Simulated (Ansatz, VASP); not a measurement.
N: VASP beside Ansatz

```
N
1.0
    -4.62582    0.00000    0.00000
    -2.31291   -4.00607    0.00000
    -0.57823    1.00152   14.02250
N
8
Direct
  0.10478 0.56189 0.91422
  0.22978 0.43689 0.41422
  0.12439 0.54228 0.83578
  0.24939 0.41728 0.33578
  0.62561 0.70772 0.16422
  0.50061 0.83272 0.66422
  0.64522 0.68811 0.08578
  0.52022 0.81311 0.58578
```

Alike in both runs: task single point; functional PBEsol; k mesh 6 × 6 × 2; occupations gaussian, width 0.05 eV; no spin polarisation.

|  | VASP | Ansatz |
| --- | --- | --- |
| version | VASP 6.6.1 | Ansatz 0.2.0 |
| potentials or method | VASP PAW PBE potentials, release 64 (N), cutoff 520 eV | scalar-relativistic, plane waves, PAW |
| valence electrons in the cell | 40 | 40 |

VASP gave:

| Quantity | Value |
| --- | --- |
| gap on the k mesh at the Fermi level (eV) | 7.28 |
| least direct gap on the mesh (eV) | 7.40 |
| pressure (GPa) | 1.6 |
| traceless stress, the component that is largest in VASP (GPa) | 3.41 |
| rms of the force components (eV/Å) | 1.083 |

Task: Estimate Ansatz's values.

Result: gap on the k mesh at the Fermi level (eV): 7.33; least direct gap on the mesh (eV): 7.45; pressure (GPa): 0.1; traceless stress, the component that is largest in VASP (GPa): 0.06; rms of the force components (eV/Å): 0.035.

VASP's potentials were made for PBE, not for PBEsol. Atom by atom the forces differ by 1.086 eV/Å (rms over components). The functional is the same, so the differences come from potentials, cutoffs and numerics. Ansatz's warnings: xc potential rough in thin density.

Noted on VASP's run: the standard files for N, O and F lose accuracy on very short bonds.
